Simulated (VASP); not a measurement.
The system is Sb.

```
CELL_PARAMETERS angstrom
-4.03001 4.03001 2.02549
4.03001 -4.03001 2.02549
4.03001 4.03001 -2.02549
ATOMIC_POSITIONS crystal
Sb 0.65126 0.15126 0.80253
Sb 0.15126 0.34874 0.50000
Sb 0.34874 0.84874 0.19747
Sb 0.84874 0.65126 0.50000
```

Base run:

```yaml
Program: VASP 6.6.1
Functional: PBE
Potentials_or_basis: VASP PAW PBE potentials, release 64 (Sb)
Cutoff: 520 eV
k_mesh: 7 × 7 × 7
Occupations: fermi-dirac, width 0.05 eV
Spin: no spin polarisation
```

Its results: band gap on the k mesh zero (band 10 reaches 6.72 eV, above the bottom of band 11 at 5.18 eV); pressure 1.6 GPa; largest force 0.004 eV/Å.

Task: The run is repeated on the same cell with these changes: functional from PBE to r2SCAN. What comes out?

Result: Band gap on the k mesh zero (band 10 reaches 6.66 eV, above the bottom of band 11 at 4.96 eV); pressure 0.7 GPa; largest force 0.059 eV/Å.

Caveats: spin-orbit coupling is left out, which moves the levels of the heavy elements; the PAW data sets were made with another functional, which shifts forces and pressure a little (some runs).
